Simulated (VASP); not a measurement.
# AlCo (AlCo (110), 1 layers) in VASP: density of states with PBE

Aim: the density of states of AlCo (AlCo (110), 1 layers) with PBE.

Program: VASP 6.6.1. These are calculated values, not measurements. Logs are shortened: lines on timing, memory, paths and dates and some standing lists are left out, and cuts for length are marked.

### 1 The cell of the first run

The cell holds a slab with vacuum, 2 atoms: a = 2.853 Å, b = 4.034 Å, c = 16.000 Å, α = 90.00°, β = 90.00°, γ = 90.00°.

### 2 Density of states, PBE

Contents of POSCAR:

```
AlCo
1.0
    2.8528193275      0.0000000000      0.0000000000
    0.0000000000      4.0344957840      0.0000000000
    0.0000000000      0.0000000000     16.0000000000
Co Al
1 1
Direct
    0.7500000000      0.2500000000      0.5000000000
    0.2500000000      0.7500000000      0.5000000000
```

Contents of INCAR.step1:

```
SYSTEM = AlCo
  ALGO = Normal
  DIPOL = 0.5 0.5 0.500
  EDIFF = 1E-6
  ENCUT = 520
  GGA = PE
  IDIPOL = 3
  ISIF = 2
  ISMEAR = -1
  LASPH = .True.
  LCHARG = .True.
  LDIPOL = .True.
  LMAXMIX = 4
  LREAL = .False.
  LWAVE = .False.
  NBANDS = 13
  NELM = 60
  PREC = Accurate
  SIGMA = 0.1
```

Contents of KPOINTS.step1:

```
k-points
0
Gamma
  13 9 1
  0 0 0
```

Contents of INCAR.step2:

```
SYSTEM = AlCo
  ALGO = Normal
  DIPOL = 0.5 0.5 0.500
  EDIFF = 1E-6
  ENCUT = 520
  GGA = PE
  ICHARG = 11
  IDIPOL = 3
  ISIF = 2
  ISMEAR = -5
  LASPH = .True.
  LCHARG = .False.
  LDIPOL = .True.
  LMAXMIX = 4
  LORBIT = 11
  LREAL = .False.
  LWAVE = .False.
  NBANDS = 13
  NEDOS = 2001
  NELM = 60
  PREC = Accurate
  SIGMA = 0.1
```

Contents of KPOINTS.step2:

```
k-points
0
Gamma
  20 14 1
  0 0 0
```

Potentials or basis: VASP PAW PBE potentials, release 64 (Co, Al).

On the command line:

```bash
$ cat potpaw_PBE.64/Co/POTCAR potpaw_PBE.64/Al/POTCAR > POTCAR
$ cp INCAR.step1 INCAR
$ cp KPOINTS.step1 KPOINTS
$ mpirun -np 1 vasp_std > vasp.out
$ cp INCAR.step2 INCAR
$ cp KPOINTS.step2 KPOINTS
$ mpirun -np 1 vasp_std > vasp.out
```

OUTCAR:

```text
SYSTEM = AlCo
   EDIFF = 1E-6
   ENCUT = 520
   GGA = PE
   ICHARG = 11
   ISIF = 2
   ISMEAR = -5
   LASPH = .True.
   LORBIT = 11
   LREAL = .False.
   NELM = 60
   PREC = Accurate

 ion  position               nearest neighbor table
   1  0.750  0.250  0.500-   2 2.47   2 2.47   2 2.47   2 2.47
   2  0.250  0.750  0.500-   1 2.47   1 2.47   1 2.47   1 2.47

  LATTYP: Found a simple orthorhombic cell.
 ALAT       =     2.8528193275
 B/A-ratio  =     1.4142135624
 C/A-ratio  =     5.6084869609

  Lattice vectors:

 A1 = (   2.8528193275,   0.0000000000,   0.0000000000)
 A2 = (   0.0000000000,   4.0344957840,   0.0000000000)
 A3 = (   0.0000000000,   0.0000000000,  16.0000000000)

Analysis of symmetry for initial positions (statically):
=====================================================================
 Subroutine PRICEL returns:
 Original cell was already a primitive cell.

 Routine SETGRP: Setting up the symmetry group for a
 simple orthorhombic supercell.

 Subroutine GETGRP returns: Found  8 space group operations
 (whereof  2 operations were pure point group operations)
 out of a pool of  8 trial point group operations.

The static configuration has the point symmetry C_1h.
 The point group associated with its full space group is D_2h.

Analysis of symmetry for dynamics (positions and initial velocities):
=====================================================================
 Subroutine PRICEL returns:
 Original cell was already a primitive cell.

 Routine SETGRP: Setting up the symmetry group for a
 simple orthorhombic supercell.

 Subroutine GETGRP returns: Found  8 space group operations
 (whereof  2 operations were pure point group operations)
 out of a pool of  8 trial point group operations.

The dynamic configuration has the point symmetry C_1h.
 The point group associated with its full space group is D_2h.

 Subroutine INISYM returns: Found  8 space group operations
 (whereof  2 operations are pure point group operations),
 and found     1 'primitive' translations

----------------------------------------------------------------------------------------

                                     Primitive cell

  volume of cell :     184.1550

  direct lattice vectors                    reciprocal lattice vectors
     2.852819327  0.000000000  0.000000000     0.350530435  0.000000000  0.000000000
     0.000000000  4.034495784  0.000000000     0.000000000  0.247862448  0.000000000
     0.000000000  0.000000000 16.000000000     0.000000000  0.000000000  0.062500000

[... 108 lines left out ...]
  Thomas-Fermi vector in A             =   1.730710
   LORBIT       =     11    0 simple, 1 ext, 2 COOP (PROOUT), +10 PAW based schemes
   GGA     = PE    functional components
   LHFCALC =     F    Hartree Fock is set to
   AEXX    =    0.0000 exact exchange contribution
   IVDW    =     0    specifies the selected vdW correction
   LEPSILON=     F    determine dielectric tensor
   LRPA    =     F    only Hartree local field effects (RPA)
 non-spin polarized calculation
 Fermi weights with tetrahedron method with Bloechl corrections
  energy-cutoff  :      520.00
  volume of cell :      184.16
 maximum number of plane-waves:      4991
 NGX is ok and might be reduce to    24

 number of electron      11.9999996 magnetization

 dipolmoment           0.000000      0.000000     -0.000000 electrons x Angstroem

 Free energy of the ion-electron system (eV)
  ---------------------------------------------------
  ext. energy  EPLUGINS =         0.00000000
  ---------------------------------------------------
  free energy    TOTEN  =        -8.84892443 eV

  energy without entropy =       -8.84892443  energy(sigma->0) =       -8.84892443

 E-fermi :  -2.9479     XC(G=0):  -2.8198

 val. band max:       -2.9480550096   @ k =   0.4500   0.3571   0.0000
 cond. band min:      -2.9856700243   @ k =   0.1000   0.2857   0.0000
 fundamental gap:     -0.0376150147
 Fermi energy:        -2.9479135281

 k-point     1 :       0.0000    0.0000    0.0000
  band No.  band energies     occupation
      1      -9.7616      2.00000
      2      -4.4855      2.00000
      3      -3.3795      2.00000
      4      -3.3628      2.00000
      5      -3.3087      2.00000
      6      -3.2454      2.00000
      7      -2.8267      0.00000
      8      -1.4942      0.00000
      9       1.2491      0.00000
     10       2.0636      0.00000
     11       2.4835      0.00000
     12       2.5085      0.00000
     13       4.4575      0.00000
[... 354 lines left out ...]
  band No.  band energies     occupation
      1      -9.5263      2.00000
      2      -4.5670      2.00000
      3      -3.7654      2.00000
      4      -3.3628      2.00000
      5      -3.2761      2.00000
      6      -2.9592      1.51012
      7      -2.6268      0.00000
      8      -2.2758      0.00000
      9       1.4588      0.00000
     10       2.2963      0.00000
     11       2.7041      0.00000
     12       3.7958      0.00000
     13       3.9969      0.00000

 [... further k-points ...]

------------------------ aborting loop because EDIFF is reached ----------------------------------------

 vacuum level on the upper side and lower side of the slab       (xc-potential included)        -0.062        -0.062

  FORCE on cell =-STRESS in cart. coord.  units (eV):
  Direction    XX          YY          ZZ          XY          YZ          ZX
  --------------------------------------------------------------------------------------
  -------------------------------------------------------------------------------------
  Total       -3.4579722     -3.0980712      0.3768141      0.0000000      0.0000000      0.0000000
  in kB      -30.0848994    -26.9537043      3.2783416      0.0000000      0.0000000      0.0000000
  external PRESSURE =     -17.9200874 kB  Pullay stress =       0.0000000 kB

 VOLUME and BASIS-vectors are now :
 -----------------------------------------------------------------------------
  energy-cutoff  :      520.00
  volume of cell :      184.16
      direct lattice vectors                 reciprocal lattice vectors
     2.852819327  0.000000000  0.000000000     0.350530435  0.000000000  0.000000000
     0.000000000  4.034495784  0.000000000     0.000000000  0.247862448  0.000000000
     0.000000000  0.000000000 16.000000000     0.000000000  0.000000000  0.062500000

 POSITION                                       TOTAL-FORCE (eV/Angst)
 -----------------------------------------------------------------------------------
      2.13961      1.00862      8.00000         0.000000      0.000000      0.000000
      0.71320      3.02587      8.00000         0.000000      0.000000      0.000000
 -----------------------------------------------------------------------------------
    total drift:                                0.000000     -0.000000     -0.000000

  FREE ENERGIE OF THE ION-ELECTRON SYSTEM (eV)
  ---------------------------------------------------
  free  energy   TOTEN  =        -8.8489244258 eV

  energy  without entropy=       -8.8489244258  energy(sigma->0) =       -8.84892443

 vacuum level on the upper side and lower side of the slab         1.948         1.948

 total charge

# of ion       s       p       d       tot
------------------------------------------
    1        0.408   0.277   7.376   8.060
    2        0.464   0.323   0.000   0.787
--------------------------------------------------
tot          0.871   0.600   7.376   8.847
```

OUTCAR.step1:

```text
SYSTEM = AlCo
   EDIFF = 1E-6
   ENCUT = 520
   GGA = PE
   ISIF = 2
   ISMEAR = -1
   LASPH = .True.
   LREAL = .False.
   NELM = 60
[... 611 lines left out ...]
      2.13961      1.00862      8.00000         0.000000      0.000000      0.000000
      0.71320      3.02587      8.00000         0.000000      0.000000      0.000000
 -----------------------------------------------------------------------------------
    total drift:                                0.000000     -0.000000     -0.000000

  FREE ENERGIE OF THE ION-ELECTRON SYSTEM (eV)
  ---------------------------------------------------
  free  energy   TOTEN  =        -8.9405728239 eV

  energy  without entropy=       -8.7799959486  energy(sigma->0) =       -8.86028439

 vacuum level on the upper side and lower side of the slab         1.948         1.948
```

Wall time 2.6 min (1 thread of Intel Xeon Platinum 8259CL at 2.50GHz (Skylake/Cascade Lake), shared host); peak memory 0.41 GiB.

Results:

| Property | Result |
| --- | --- |
| Valence electrons inside the program's atomic spheres | Co 8.06; Al 0.79 |

Levels at points of the mesh, in eV from the Fermi level:
```csv
k point,band 2,band 3,band 4,band 5,band 6,band 7,band 8,band 9,band 10,band 11
"(0.00, 0.00, 0.00)",-1.54,-0.43,-0.41,-0.36,-0.30,0.12,1.45,4.20,5.01,5.43
"(0.50, 0.00, 0.00)",-2.18,-1.74,-0.98,-0.15,0.01,1.42,4.46,4.54,6.35,7.79
"(0.00, 0.50, 0.00)",-3.63,-1.23,-0.79,-0.37,-0.23,0.13,2.63,2.68,5.97,6.60
"(0.50, 0.50, 0.00)",-1.06,-0.83,-0.57,-0.40,0.06,0.39,2.72,3.24,4.77,7.17
```

Caveat: tetrahedron occupations give inexact forces and stress in metals. Spin polarisation is off, so any magnetic state and its effect on volume and gap are missing.
